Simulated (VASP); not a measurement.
# AlN (P6_3mc) in VASP: further runs, part 2 of 2

VASP 6.6.1.

## Step 4: Relaxation of cell and atoms, PBE, target pressure 60 GPa, at which the enthalpy is minimised

This run uses another cell than the first one, of 8.69 Å³/atom.

File INCAR:

```
PREC = Accurate ; ENCUT = 600
EDIFF = 1E-6 ; ISMEAR = 0
SIGMA = 0.02 ; LREAL = F
LASPH = T ; NELM = 100
ALGO = Normal ; ISIF = 3
LWAVE = F ; LCHARG = F
GGA = PE ; IBRION = 2
NSW = 70 ; EDIFFG = -0.008
PSTRESS = 600.0
```

File KPOINTS:

```
regular mesh
0
Gamma
  12 12 6
```

File POSCAR:

```
AlN
1.0
    2.9362414158      0.0000000000      0.0000000000
   -1.4681207079      2.5428596577      0.0000000000
    0.0000000000      0.0000000000      4.6548943040
Al N
2 2
Direct
    0.6666666667      0.3333333333      0.4975883806
    0.3333333333      0.6666666667      0.9975883806
    0.6666666667      0.3333333333      0.8824116194
    0.3333333333      0.6666666667      0.3824116194
```

Run with:

```
$ cat potpaw_PBE.64/Al/POTCAR potpaw_PBE.64/N/POTCAR > POTCAR
$ mpirun -np 1 vasp_std > vasp.out
```

Wall time 3 min (1 thread of Intel Xeon 8259CL, shared host); peak memory 0.18 GiB.

Results (log left out):

| Property | Result |
| --- | --- |
| Free energy | -28.4949 eV |
| Relaxed volume | 8.62 Å³/atom |
| Relaxed cell | a = 2.951 Å, b = 2.951 Å, c = 4.571 Å, α = 90.00°, β = 90.00°, γ = 120.00° |
| Space group after relaxing (to 0.1 Å) | P6_3mc (No. 186) |
| Energy change on relaxing (the run minimises the enthalpy) | +23.8 meV/atom |
| Ionic steps | 9 |
| Pressure after relaxing | 60.0 GPa |
| Band gap on the k mesh | 5.02 eV (least direct gap 5.70 eV) |

The path:
| step | energy change (eV) | largest force (eV/Å) | pressure (GPa) | volume (Å³) |
| --- | --- | --- | --- | --- |
| 1 | 0.0000 | 0.0664 | 57.77 | 34.76 |
| 2 | 0.2288 | 0.1005 | 64.79 | 34.15 |
| 3 | 0.0923 | 0.0798 | 60.64 | 34.50 |
| 4 | 0.0892 | 0.0532 | 60.42 | 34.51 |
| 5 | 0.0860 | 0.0095 | 59.88 | 34.51 |
| 6 | 0.0858 | 0.0024 | 59.76 | 34.51 |
| 7 | 0.0858 | 0.0013 | 59.73 | 34.51 |
| 8 | 0.1228 | 0.0031 | 60.85 | 34.41 |
| 9 | 0.0952 | 0.0003 | 60.01 | 34.48 |

Final structure:
```cif
data_structure
_symmetry_space_group_name_H-M 'P 1'
_symmetry_Int_Tables_number 1
_cell_length_a 2.9513
_cell_length_b 2.9513
_cell_length_c 4.5713
_cell_angle_alpha 90.000
_cell_angle_beta 90.000
_cell_angle_gamma 120.000
_cell_volume 34.48
loop_
_atom_site_label
_atom_site_type_symbol
_atom_site_fract_x
_atom_site_fract_y
_atom_site_fract_z
_atom_site_occupancy
Al1 Al 0.66667 0.33333 0.49379 1
Al2 Al 0.33333 0.66667 0.99379 1
N1 N 0.66667 0.33333 0.88621 1
N2 N 0.33333 0.66667 0.38621 1
```

Levels at points of the mesh, in eV from the valence-band top:
| k point | band 5 | band 6 | band 7 | band 8 | band 9 | band 10 | band 11 | band 12 |
| --- | --- | --- | --- | --- | --- | --- | --- | --- |
| (0.00, 0.00, 0.00) | -1.49 | -0.69 | -0.69 | 0.00 | 5.70 | 7.83 | 11.89 | 11.89 |
| (0.50, 0.00, 0.00) | -4.09 | -2.87 | -2.28 | -1.07 | 6.06 | 6.23 | 9.53 | 11.48 |
| (0.00, 0.00, 0.50) | -1.11 | -1.11 | -1.11 | -1.11 | 7.83 | 7.83 | 11.83 | 11.83 |
| (0.50, 0.00, 0.50) | -2.08 | -2.08 | -1.69 | -1.69 | 5.82 | 5.82 | 10.15 | 10.15 |

Caveat: the cell is relaxed towards a set pressure, so the run minimises the enthalpy, not the energy. A k mesh can miss the band edges.

## Step 5: Single point, PBE (biaxial strain in the a-b plane: -4.5 %, then relaxed in part)

File INCAR:

```
SYSTEM = AlN
  PREC = Accurate
  ENCUT = 520
  EDIFF = 1E-7
  ISMEAR = 0
  SIGMA = 0.02
  LREAL = .FALSE.
  LASPH = .TRUE.
  NELM = 80
  ALGO = Normal
  ISIF = 2
  LWAVE = .FALSE.
  LCHARG = .FALSE.
  GGA = PE
  NBANDS = 16
```

File KPOINTS:

```
Automatic mesh
0
G
  12 12 6
  0 0 0
```

File POSCAR:

```
AlN
1.0
    2.9893490411      0.0000000000      0.0000000000
   -1.4946745206      2.5888522104      0.0000000000
    0.0000000000      0.0000000000      5.1332161555
Al N
2 2
Direct
    0.6666666667      0.3333333333      0.5053245002
    0.3333333333      0.6666666667      1.0053245002
    0.6666666667      0.3333333333      0.8746754998
    0.3333333333      0.6666666667      0.3746754998
```

Run with:

```
$ cat potpaw_PBE.64/Al/POTCAR potpaw_PBE.64/N/POTCAR > POTCAR
$ mpirun -np 1 vasp_std > vasp.out
```

Wall time 39 s (1 thread of Intel Xeon 8259CL, shared host); peak memory 0.18 GiB.

Results (log left out):

* Free energy: -29.5166 eV
* Pressure: 15.7 GPa
* Band gap on the k mesh: 4.45 eV

Forces in eV/Å, atoms in the order of the input:
```
Al   0.000  0.000  0.002
Al   0.000  0.000  0.002
N    0.000  0.000 -0.002
N    0.000  0.000 -0.002
```

Stress tensor (GPa, compression positive):
```
23.79  0.00  0.00
 0.00 23.79  0.00
 0.00  0.00 -0.35
```

Levels at points of the mesh, in eV from the valence-band top:
```
           k point  band 4  band 5  band 6  band 7  band 8  band 9  band 10  band 11  band 12  band 13
(0.00, 0.00, 0.00)   -0.48   -0.48   -0.48    0.00    0.00    4.45     7.79    10.49    12.24    12.24
(0.50, 0.00, 0.00)   -4.46   -3.52   -1.99   -1.78   -0.63    5.33     6.28     8.65    10.39    11.38
(0.00, 0.00, 0.50)   -3.85   -0.25   -0.25   -0.25   -0.25    7.06     7.06    10.42    10.42    12.55
(0.50, 0.00, 0.50)   -5.74   -1.69   -1.69   -1.26   -1.26    5.15     5.15     9.58     9.58    12.10
```

Caveat: the cell differs from its parent crystal (biaxial strain in the a-b plane: -4.5 %, then relaxed in part); the cell stands under pressure. A k mesh can miss the band edges.

## Step 6: Single point, PBE (biaxial strain in the a-b plane: -4.5 %)

File INCAR:

```
SYSTEM = AlN
ALGO     = Normal         ! electronic algorithm
EDIFF    = 1E-6           ! SCF threshold, eV
ENCUT    = 520            ! plane-wave cutoff, eV
GGA      = PE             ! functional
ISIF     = 2              ! what is computed and relaxed
ISMEAR   = 0              ! smearing method
LASPH    = .True.         ! aspherical terms in the spheres
LCHARG   = .True.         ! write CHGCAR
LELF     = .True.         ! ELF
LREAL    = .False.        ! projectors in reciprocal space
LVHAR    = .True.       
LWAVE    = .False.        ! write WAVECAR
NBANDS   = 16             ! bands
NELM     = 60             ! most SCF steps
PREC     = Accurate       ! precision mode
SIGMA    = 0.02           ! smearing width, eV
```

File KPOINTS:

```
k-points
0
Gamma
  12 12 6
  0 0 0
```

File POSCAR:

```
AlN
1.0
    2.9893490411      0.0000000000      0.0000000000
   -1.4946745206      2.5888522104      0.0000000000
    0.0000000000      0.0000000000      5.1535304916
Al N
2 2
Direct
    0.6666666667      0.3333333333      0.5032748183
    0.3333333333      0.6666666667      1.0032748183
    0.6666666667      0.3333333333      0.8767251817
    0.3333333333      0.6666666667      0.3767251817
```

Potentials or basis: VASP PAW PBE potentials, release 64 (Al, N).

Run with:

```
$ cat potpaw_PBE.64/Al/POTCAR potpaw_PBE.64/N/POTCAR > POTCAR
$ mpirun -np 1 vasp_std > vasp.out
```

OUTCAR:

```text
SYSTEM = AlN
   EDIFF = 1E-6
   ENCUT = 520
   GGA = PE
   ISIF = 2
   ISMEAR = 0
   LASPH = .True.
   LREAL = .False.
   NELM = 60
   PREC = Accurate

 ion  position               nearest neighbor table
   1  0.667  0.333  0.503-   4 1.85   4 1.85   4 1.85   3 1.92   2 3.10   2 3.10   2 3.10   2 3.10
                             2 3.10   2 3.10
   2  0.333  0.667  0.003-   3 1.85   3 1.85   3 1.85   4 1.92   1 3.10   1 3.10   1 3.10   1 3.10
                             1 3.10   1 3.10
[... 663 lines left out ...]
  --------------------------------------------------------------------------------------
  -------------------------------------------------------------------------------------
  Total        6.1678295      6.1678295     -0.9475639     -0.0000000      0.0000000      0.0000000
  in kB      247.7731284    247.7731284    -38.0653949     -0.0000000      0.0000000      0.0000000
  external PRESSURE =     152.4936206 kB  Pullay stress =       0.0000000 kB

 VOLUME and BASIS-vectors are now :
 -----------------------------------------------------------------------------
  energy-cutoff  :      520.00
  volume of cell :       39.88
      direct lattice vectors                 reciprocal lattice vectors
     2.989349041  0.000000000  0.000000000     0.334520990  0.193135783  0.000000000
    -1.494674521  2.588852210  0.000000000     0.000000000  0.386271567  0.000000000
     0.000000000  0.000000000  5.153530492     0.000000000  0.000000000  0.194041735

 POSITION                                       TOTAL-FORCE (eV/Angst)
 -----------------------------------------------------------------------------------
      1.49467      0.86295      2.59364         0.000000      0.000000      0.327536
     -0.00000      1.72590      0.01688        -0.000000      0.000000      0.327536
      1.49467      0.86295      4.51823         0.000000     -0.000000     -0.327536
     -0.00000      1.72590      1.94146        -0.000000      0.000000     -0.327536
 -----------------------------------------------------------------------------------
    total drift:                               -0.000000      0.000000     -0.000711

  FREE ENERGIE OF THE ION-ELECTRON SYSTEM (eV)
  ---------------------------------------------------
  free  energy   TOTEN  =       -29.5074727534 eV

  energy  without entropy=      -29.5074727534  energy(sigma->0) =      -29.50747275
```

OSZICAR:

```text
N       E                     dE             d eps       ncg     rms          rms(c)
DAV:   1     0.418075091908E+02    0.41808E+02   -0.72906E+03  2432   0.897E+02
DAV:   2    -0.311841412110E+02   -0.72992E+02   -0.66609E+02  3400   0.191E+02
DAV:   3    -0.344730241671E+02   -0.32889E+01   -0.32796E+01  3032   0.416E+01
DAV:   4    -0.344920908457E+02   -0.19067E-01   -0.19065E-01  3048   0.358E+00
DAV:   5    -0.344923339510E+02   -0.24311E-03   -0.24310E-03  3120   0.408E-01    0.126E+01
DAV:   6    -0.295124334811E+02    0.49799E+01   -0.11010E+01  2864   0.241E+01    0.433E+00
DAV:   7    -0.295222811629E+02   -0.98477E-02   -0.72424E-01  2704   0.596E+00    0.303E+00
DAV:   8    -0.295110019272E+02    0.11279E-01   -0.59192E-02  2872   0.215E+00    0.467E-01
DAV:   9    -0.295069988039E+02    0.40031E-02   -0.11227E-02  3216   0.774E-01    0.232E-01
DAV:  10    -0.295075417093E+02   -0.54291E-03   -0.19195E-03  2640   0.282E-01    0.120E-01
DAV:  11    -0.295074701109E+02    0.71598E-04   -0.20805E-04  2856   0.113E-01    0.213E-02
DAV:  12    -0.295074729923E+02   -0.28813E-05   -0.98740E-06  3032   0.249E-02    0.801E-03
DAV:  13    -0.295074727534E+02    0.23884E-06   -0.24834E-06  2904   0.129E-02
   1 F= -.29507473E+02 E0= -.29507473E+02  d E =-.644365E-36
```

stdout:

```text
POSCAR found type information on POSCAR AlN
 POSCAR found :  2 types and       4 ions
 scaLAPACK will be used
 LDA part: xc-table for (Slater+PW92), standard interpolation
 POSCAR, INCAR and KPOINTS ok, starting setup
 FFT: planning ... GRIDC
 FFT: planning ... GRID_SOFT
 FFT: planning ... GRID
 WAVECAR not read
 entering main loop
```

It took 48 s on 1 thread of Intel Xeon 8259CL, shared host; peak memory 0.18 GiB.

Results:

```yaml
Free_energy: -29.5075 eV
Pressure: 15.2 GPa
Largest_force: 0.328 eV/Å
Band_gap_on_the_k_mesh: 4.43 eV
```

Forces in eV/Å, atoms in the order of the input:
```
Al   0.000  0.000  0.328
Al   0.000  0.000  0.328
N    0.000  0.000 -0.328
N    0.000  0.000 -0.328
```

Stress tensor (GPa, compression positive):
```
24.78  0.00  0.00
 0.00 24.78  0.00
 0.00  0.00 -3.81
```

Caveat: the cell differs from its parent crystal (biaxial strain in the a-b plane: -4.5 %); the cell stands under pressure. A k mesh can miss the band edges.

## Step 7: The runs side by side

```tsv
task	cell	cutoff (eV)	gap on the mesh (eV)	pressure (GPa)
single point	a = 3.146, b = 3.146, c = 5.049 Å, angles 90.0, 90.0, 120.0°, 4 atoms, atomic positions A	520	3.91	-3.3
relaxation of cell and atoms	relaxed to 60 GPa from a = 2.936, b = 2.936, c = 4.655 Å, angles 90.0, 90.0, 120.0°, 4 atoms, atomic positions B	600	5.02	60.0
single point	a = 2.989, b = 2.989, c = 5.133 Å, angles 90.0, 90.0, 120.0°, 4 atoms, atomic positions C	520	4.45	15.7
single point	a = 2.989, b = 2.989, c = 5.154 Å, angles 90.0, 90.0, 120.0°, 4 atoms, atomic positions D	520	4.43	15.2
```

Alike in all rows: level PBE; potentials or basis VASP PAW PBE potentials, release 64 (Al, N); no spin polarisation; k mesh 12 × 12 × 6; smearing gaussian 0.02 eV.

Caveats: the cell stands under pressure (at least some runs); the cell stands under tension (at least some runs); the cell is relaxed towards a set pressure, so the run minimises the enthalpy, not the energy (at least some runs).

Absolute energies hang on the potentials; compare differences alone.
